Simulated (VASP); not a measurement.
Input of a VASP 6.6.1 run:

The input POSCAR:

```
Ba
1.0
   -2.5363766423      2.5363766423      2.5363766423
    2.5363766423     -2.5363766423      2.5363766423
    2.5363766423      2.5363766423     -2.5363766423
Ba
1
Direct
    0.0000000000      0.0000000000      0.0000000000
```

Contents of INCAR.step1:

```
  ALGO = Normal
  EDIFF = 1E-4
  ENCUT = 520
  GGA = PE
  ISMEAR = 0
  LASPH = T
  LCHARG = F
  LREAL = F
  LWAVE = T
  NBANDS = 11
  NELM = 80
  PREC = Accurate
  SIGMA = 0.05
```

File INCAR.step2:

```
  ALGO = Normal
  EDIFF = 1E-7
  ENCUT = 520
  ISIF = 2
  ISMEAR = 0
  ISTART = 1
  LASPH = T
  LCHARG = F
  LMIXTAU = T
  LREAL = F
  LWAVE = F
  METAGGA = R2SCAN
  NBANDS = 11
  NELM = 80
  PREC = Accurate
  SIGMA = 0.05
```

The input KPOINTS:

```
k-points
0
Gamma
  12 12 12
```

Potentials or basis: VASP PAW PBE potentials, release 64 (Ba_sv).

The run is started by

```console
$ cat potpaw_PBE.64/Ba_sv/POTCAR > POTCAR
$ cp INCAR.step1 INCAR
$ mpirun -np 1 vasp_std > vasp.out
$ cp INCAR.step2 INCAR
$ mpirun -np 1 vasp_std > vasp.out
```

Q: Estimate the pressure.

A: 0.0 GPa.

Q: Predict the band gap on the k mesh.

A: Zero (band 5 reaches 2.15 eV, above the bottom of band 6 at 1.04 eV).

Caveat: the PAW data sets were made with another functional, which shifts forces and pressure a little; spin-orbit coupling is left out, which moves the levels of the heavy elements.
